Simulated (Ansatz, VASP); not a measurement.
# Al in VASP and in Ansatz

The input INCAR:

```
SYSTEM = Al
ALGO = Normal
EDIFF = 1E-6
ENCUT = 500
GGA = PE
GGA_COMPAT = .FALSE.
ISIF = 2
ISMEAR = -1
LASPH = .TRUE.
LCHARG = .FALSE.
LREAL = .FALSE.
LWAVE = .FALSE.
NBANDS = 8
NELM = 120
PREC = Accurate
SIGMA = 0.05
```

Contents of KPOINTS:

```
k-points
0
G
  13 13 13
  0 0 0
```

POSCAR

```
Al
1.0
    0.0000000000      2.0248050000      2.0248050000
    2.0248050000      0.0000000000      2.0248050000
    2.0248050000      2.0248050000      0.0000000000
Al
1
Direct
    0.0000000000      0.0000000000      0.0000000000
```

Input for Ansatz:

```yaml
crystal:
  lattice:
    - [0.0, 2.024805, 2.024805]
    - [2.024805, 0.0, 2.024805]
    - [2.024805, 2.024805, 0.0]
  atoms:
    - { symbol: Al, position: [0.0, 0.0, 0.0] }
basis:
  ecutwfc: 489.804952427784
kpoints:
  mp_grid:
    grid: [13, 13, 13]
hamiltonian:
  xc: pbe
scf:
  occupations:
    method: fermi_dirac
    width: 0.05
output:
  forces: true
  stress: true
```

Alike in both runs: task single point; functional PBE; k mesh 13 × 13 × 13; occupations fermi-dirac, width 0.05 eV; no spin polarisation.

```csv
,VASP,Ansatz
version,VASP 6.6.1,Ansatz 0.2.0
potentials or method,"VASP PAW PBE potentials, release 64 (Al), cutoff 500 eV","plane waves, PAW"
valence electrons in the cell,3,3
```

```csv
,VASP,Ansatz,Ansatz less VASP
pressure (GPa),-0.6,-0.6,+0.03
```
